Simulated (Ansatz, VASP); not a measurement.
One calculation of BN, two programs

```
CELL_PARAMETERS angstrom
2.48705 0.00000 0.00000
-1.24352 2.15385 0.00000
0.00000 0.00000 7.62941
ATOMIC_POSITIONS crystal
B 0.33333 0.66667 0.25000
B 0.66667 0.33333 0.75000
N 0.33333 0.66667 0.75000
N 0.66667 0.33333 0.25000
```

Alike in both runs: task single point; functional LDA; k mesh 15 × 15 × 5; occupations fermi-dirac, width 0.02 eV; no spin polarisation.

|  | VASP | Ansatz |
| --- | --- | --- |
| version | VASP 6.6.1 | Ansatz 0.2.0 |
| potentials or method | VASP PAW LDA potentials, release 64 (B, N), cutoff 520 eV | all-electron LAPW, scalar-relativistic |

|  | VASP | Ansatz | Ansatz less VASP |
| --- | --- | --- | --- |
| gap on the k mesh at the Fermi level (eV) | 4.23 | 4.24 | +0.012 |
| least direct gap on the mesh (eV) | 4.59 | 4.59 | +0.005 |

LDA's correlation is that of Perdew and Zunger in VASP and of Perdew and Wang (1992) in Ansatz. Ansatz ran all-electron here, and VASP with PAW potentials.
